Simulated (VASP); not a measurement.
# SiC (CsCl type) (Pm-3m) in VASP: a series of runs, part 2 of 2

VASP 6.6.1. Earlier steps stand in the parts before.

## Step 4: Relaxation of cell and atoms, PBE, target pressure 21 GPa, at which the enthalpy is minimised

This run uses another cell than the first one, of 7.30 Å³/atom, 0.875 times its volume.

INCAR reads:

```
PREC = Accurate ; ENCUT = 600
EDIFF = 1E-7 ; ISMEAR = -1
SIGMA = 0.1 ; LREAL = False
LASPH = True ; NELM = 80
ALGO = Normal ; ISIF = 3
LWAVE = False ; LCHARG = False
GGA = PE ; IBRION = 2
NSW = 60 ; EDIFFG = -0.005
PSTRESS = 210.0
```

KPOINTS reads:

```
regular mesh
0
Gamma
  14 14 14
```

POSCAR reads:

```
SiC
1.0
    2.4438885568      0.0000000000      0.0000000000
    0.0000000000      2.4438885568      0.0000000000
    0.0000000000      0.0000000000      2.4438885568
Si C
1 1
Direct
    0.0000000000      0.0000000000      0.0000000000
    0.5000000000      0.5000000000      0.5000000000
```

Potentials or basis: VASP PAW PBE potentials, release 64 (Si, C).

Command:

```bash
$ cat potpaw_PBE.64/Si/POTCAR potpaw_PBE.64/C/POTCAR > POTCAR
$ mpirun -np 1 vasp_std > vasp.out
```

OUTCAR:

```text
PREC = Accurate
   ENCUT = 600
   EDIFF = 1E-7
   ISMEAR = -1
   LREAL = False
   LASPH = True
   NELM = 80
   ISIF = 3
   GGA = PE
   IBRION = 2
   NSW = 60
   EDIFFG = -0.005
   PSTRESS = 210.0

 ion  position               nearest neighbor table
   1  0.000  0.000  0.000-   2 2.12   2 2.12   2 2.12   2 2.12   2 2.12   2 2.12   2 2.12   2 2.12

   2  0.500  0.500  0.500-   1 2.12   1 2.12   1 2.12   1 2.12   1 2.12   1 2.12   1 2.12   1 2.12

  LATTYP: Found a simple cubic cell.
 ALAT       =     2.4438885568

  Lattice vectors:

 A1 = (   2.4438885568,   0.0000000000,   0.0000000000)
 A2 = (   0.0000000000,   2.4438885568,   0.0000000000)
 A3 = (   0.0000000000,   0.0000000000,   2.4438885568)

Analysis of symmetry for initial positions (statically):
=====================================================================
 Subroutine PRICEL returns:
 Original cell was already a primitive cell.

 Routine SETGRP: Setting up the symmetry group for a
 simple cubic supercell.

 Subroutine GETGRP returns: Found 48 space group operations
 (whereof 48 operations were pure point group operations)
 out of a pool of 48 trial point group operations.

The static configuration has the point symmetry O_h .

Analysis of symmetry for dynamics (positions and initial velocities):
=====================================================================
 Subroutine PRICEL returns:
 Original cell was already a primitive cell.

 Routine SETGRP: Setting up the symmetry group for a
 simple cubic supercell.

 Subroutine GETGRP returns: Found 48 space group operations
 (whereof 48 operations were pure point group operations)
 out of a pool of 48 trial point group operations.

The dynamic configuration has the point symmetry O_h .

 Subroutine INISYM returns: Found 48 space group operations
 (whereof 48 operations are pure point group operations),
 and found     1 'primitive' translations
[... 137 lines left out ...]

 Free energy of the ion-electron system (eV)
  ---------------------------------------------------
  ext. energy  EPLUGINS =         0.00000000
  ---------------------------------------------------
  free energy    TOTEN  =       -10.27999994 eV

  energy without entropy =      -10.25743036  energy(sigma->0) =      -10.26871515

------------------------ aborting loop because EDIFF is reached ----------------------------------------

  FORCE on cell =-STRESS in cart. coord.  units (eV):
  Direction    XX          YY          ZZ          XY          YZ          ZX
  --------------------------------------------------------------------------------------
  -------------------------------------------------------------------------------------
  Total        6.0894114      6.0894114      6.0894114      0.0000000      0.0000000      0.0000000
  in kB      668.4081017    668.4081017    668.4081017      0.0000000      0.0000000      0.0000000
  external PRESSURE =     458.4081017 kB  Pullay stress =     210.0000000 kB
[... 97 lines left out ...]
  energy  without entropy=      -10.8074668439  energy(sigma->0) =      -10.81922046

  enthalpy is  TOTEN    =        -8.6348092750 eV   P V=        2.1961647957

[... ionic steps 4 to 14 ...]

--------------------------------------- Ionic step       15  -------------------------------------------

 number of electron       8.0000000 magnetization

------------------------ aborting loop because EDIFF is reached ----------------------------------------
[... 71 lines left out ...]
--------------------------------------- Ionic step       17  -------------------------------------------

 number of electron       8.0000000 magnetization

 Free energy of the ion-electron system (eV)
  ---------------------------------------------------
  ext. energy  EPLUGINS =         0.00000000
  ---------------------------------------------------
  free energy    TOTEN  =       -10.82288730 eV

  energy without entropy =      -10.79944819  energy(sigma->0) =      -10.81116775

 E-fermi :  12.6880     XC(G=0): -12.8397

 val. band max:       12.6796829268   @ k =   0.4286   0.0714   0.0714
 cond. band min:      12.7088337551   @ k =   0.2143   0.2143   0.0000
 fundamental gap:      0.0291508283
 Fermi energy:        12.6879641394

 k-point     1 :       0.0000    0.0000    0.0000
  band No.  band energies     occupation
      1      -6.0066      2.00000
      2      11.4249      1.99999
      3      11.4249      1.99999
      4      11.4249      1.99999
      5      15.4026      0.00000
      6      17.4105      0.00000
      7      17.4105      0.00000
      8      26.8189      0.00000
[... 243 lines left out ...]
 k-point    24 :       0.3571    0.2143    0.0000
  band No.  band energies     occupation
      1      -2.5149      2.00000
      2       3.4194      2.00000
      3       8.5765      2.00000
      4      13.5981      0.00022
      5      15.1090      0.00000
      6      19.1594      0.00000
      7      22.1078      0.00000
      8      22.6705      0.00000

 [... further k-points ...]

------------------------ aborting loop because EDIFF is reached ----------------------------------------

  FORCE on cell =-STRESS in cart. coord.  units (eV):
  Direction    XX          YY          ZZ          XY          YZ          ZX
  --------------------------------------------------------------------------------------
  -------------------------------------------------------------------------------------
  Total        2.1895448      2.1895448      2.1895448      0.0000000     -0.0000000      0.0000000
  in kB      210.1589131    210.1589131    210.1589131      0.0000000     -0.0000000      0.0000000
  external PRESSURE =       0.1589131 kB  Pullay stress =     210.0000000 kB
[... 21 lines left out ...]
  energy  without entropy=      -10.7994481943  energy(sigma->0) =      -10.81116775

  enthalpy is  TOTEN    =        -8.6349981108 eV   P V=        2.1878891864

 reached required accuracy - stopping structural energy minimisation
```

Run time: 32 s. Hardware: 1 thread of Intel Xeon 6975P-C (Granite Rapids), shared host; peak memory 0.13 GiB.

Results:

- Free energy: -10.8229 eV
- Relaxed volume: 8.35 Å³/atom
- Relaxed cell: a = 2.556 Å, b = 2.556 Å, c = 2.556 Å, α = 90.00°, β = 90.00°, γ = 90.00°
- Space group after relaxing (to 0.05 Å): Pm-3m (No. 221)
- Energy change on relaxing (the enthalpy is what falls): -271.4 meV/atom
- Ionic steps: 17
- Pressure after relaxing: 21.0 GPa
- Band gap on the k mesh: zero (band 4 reaches 13.92 eV, above the bottom of band 5 at 9.62 eV)

Step by step:
```tsv
step	energy change (eV)	largest force (eV/Å)	pressure (GPa)	volume (Å³)
1	0.0000	0.0000	66.84	14.60
2	-0.6192	0.0000	-8.09	19.47
3	-0.5510	0.0000	20.04	16.76
4	-0.5442	0.0000	20.86	16.70
5	-0.5384	0.0000	21.55	16.66
6	-0.5385	0.0000	21.54	16.66
7	-0.5388	0.0000	21.50	16.66
8	-0.5388	0.0000	21.50	16.66
9	-0.5388	0.0000	21.49	16.66
10	-0.5389	0.0000	21.49	16.66
11	-0.5389	0.0000	21.49	16.66
12	-0.5390	0.0000	21.48	16.66
13	-0.5391	0.0000	21.47	16.66
14	-0.5393	0.0000	21.44	16.67
15	-0.5399	0.0000	21.38	16.67
16	-0.5409	0.0000	21.26	16.68
17	-0.5429	0.0000	21.02	16.69
```

Final structure:
```
CELL_PARAMETERS angstrom
2.55567 0.00000 0.00000
0.00000 2.55567 0.00000
0.00000 0.00000 2.55567
ATOMIC_POSITIONS crystal
Si 0.00000 0.00000 0.00000
C 0.50000 0.50000 0.50000
```

Levels at points of the mesh, in eV from the Fermi level:
| k point | band 2 | band 3 | band 4 | band 5 | band 6 | band 7 |
| --- | --- | --- | --- | --- | --- | --- |
| (0.00, 0.00, 0.00) | -1.26 | -1.26 | -1.26 | 2.71 | 4.72 | 4.72 |
| (0.50, 0.00, 0.00) | -12.74 | 0.85 | 0.85 | 5.97 | 7.39 | 8.22 |
| (0.50, 0.50, 0.00) | -8.73 | -8.73 | -5.55 | 2.59 | 9.58 | 9.58 |
| (0.50, 0.50, 0.50) | -5.01 | -5.01 | -5.01 | -1.76 | -1.76 | -1.76 |

Caveat: the cell is relaxed towards a set pressure, so the enthalpy falls and the energy may rise.

## Step 5: Relaxation of cell and atoms, PBE, target pressure 21 GPa, at which the enthalpy is minimised

INCAR reads:

```
PREC = Accurate
ENCUT = 600
EDIFF = 1E-6
ISMEAR = -1
SIGMA = 0.1
LREAL = F
LASPH = T
NELM = 80
ALGO = Normal
ISIF = 3
LWAVE = F
LCHARG = F
GGA = PE
IBRION = 2
NSW = 32
EDIFFG = -0.005
PSTRESS = 210.0
```

KPOINTS reads:

```
Automatic mesh
0
Gamma
  14 14 14
```

POSCAR reads:

```
SiC
1.0
    2.5553974173      0.0000000000      0.0000000000
    0.0000000000      2.5553974173      0.0000000000
    0.0000000000      0.0000000000      2.5553974173
Si C
1 1
Direct
    0.0000000000      0.0000000000      0.0000000000
    0.5000000000      0.5000000000      0.5000000000
```

Potentials or basis: VASP PAW PBE potentials, release 64 (Si, C).

Command:

```bash
$ cat potpaw_PBE.64/Si/POTCAR potpaw_PBE.64/C/POTCAR > POTCAR
$ mpirun -np 1 vasp_std > vasp.out
```

OUTCAR:

```text
PREC = Accurate
   ENCUT = 600
   EDIFF = 1E-6
   ISMEAR = -1
   LREAL = F
   LASPH = T
   NELM = 80
   ISIF = 3
   GGA = PE
   IBRION = 2
   NSW = 32
   EDIFFG = -0.005
   PSTRESS = 210.0

 ion  position               nearest neighbor table
   1  0.000  0.000  0.000-   2 2.21   2 2.21   2 2.21   2 2.21   2 2.21   2 2.21   2 2.21   2 2.21

   2  0.500  0.500  0.500-   1 2.21   1 2.21   1 2.21   1 2.21   1 2.21   1 2.21   1 2.21   1 2.21

  LATTYP: Found a simple cubic cell.
 ALAT       =     2.5553974173

  Lattice vectors:

 A1 = (   2.5553974173,   0.0000000000,   0.0000000000)
[... 446 lines left out ...]
      8      22.6784      0.00000

 [... further k-points ...]
[... 5 lines left out ...]
  --------------------------------------------------------------------------------------
  -------------------------------------------------------------------------------------
  Total        2.1885029      2.1885029      2.1885029      0.0000000     -0.0000000      0.0000000
  in kB      210.1272384    210.1272384    210.1272384      0.0000000     -0.0000000      0.0000000
  external PRESSURE =       0.1272384 kB  Pullay stress =     210.0000000 kB

 VOLUME and BASIS-vectors are now :
 -----------------------------------------------------------------------------
  energy-cutoff  :      600.00
  volume of cell :       16.69
      direct lattice vectors                 reciprocal lattice vectors
     2.555397417  0.000000000  0.000000000     0.391328563  0.000000000  0.000000000
     0.000000000  2.555397417  0.000000000     0.000000000  0.391328563  0.000000000
     0.000000000  0.000000000  2.555397417     0.000000000  0.000000000  0.391328563

 POSITION                                       TOTAL-FORCE (eV/Angst)
 -----------------------------------------------------------------------------------
      0.00000      0.00000      0.00000         0.000000      0.000000      0.000000
      1.27770      1.27770      1.27770         0.000000      0.000000      0.000000
 -----------------------------------------------------------------------------------
    total drift:                                0.000000      0.000000      0.000000

  FREE ENERGIE OF THE ION-ELECTRON SYSTEM (eV)
  ---------------------------------------------------
  free  energy   TOTEN  =       -10.8238604287 eV

  energy  without entropy=      -10.8004269399  energy(sigma->0) =      -10.81214368

  enthalpy is  TOTEN    =        -8.6366827406 eV   P V=        2.1871776881

 reached required accuracy - stopping structural energy minimisation
```

Run time: 6 s. Hardware: 1 thread of Intel Xeon 6975P-C (Granite Rapids), shared host; peak memory 0.13 GiB.

What came out:

```yaml
Free_energy: -10.8239 eV
Pressure_after_relaxing: 21.0 GPa
Band_gap_on_the_k_mesh: zero (band 4 reaches 13.93 eV, above the bottom of band 5 at 9.63 eV)
```

Final structure:
```
Si C
1.0
     2.55540    0.00000    0.00000
     0.00000    2.55540    0.00000
     0.00000    0.00000    2.55540
Si C
1 1
Direct
  0.00000 0.00000 0.00000
  0.50000 0.50000 0.50000
```

Caveat: the relaxation stopped at its first step, so nothing moved; the cell is relaxed towards a set pressure, so the enthalpy falls and the energy may rise.

## Step 6: The runs side by side

| task | cell | cutoff (eV) | gap on the mesh (eV) | pressure (GPa) |
| --- | --- | --- | --- | --- |
| single point | a = 2.555 Å, 2 atoms | 520 | none | 21.1 |
| single point | a = 2.556 Å, 2 atoms | 520 | none | 21.0 |
| relaxation of cell and atoms | relaxed to 21 GPa from a = 2.444 Å, 2 atoms | 600 | none | 21.0 |
| relaxation of cell and atoms | relaxed to 21 GPa from a = 2.555 Å, 2 atoms | 600 | none | 21.0 |

Alike in all rows: level PBE; potentials or basis VASP PAW PBE potentials, release 64 (Si, C); no spin polarisation; k mesh 14 × 14 × 14; smearing fermi-dirac 0.1 eV.

Caveats: the cell is relaxed towards a set pressure, so the enthalpy falls and the energy may rise (some runs); the relaxation stopped at its first step, so nothing moved (some runs).

Total energies depend on the potentials used, so only differences within one code and one set of settings carry meaning.
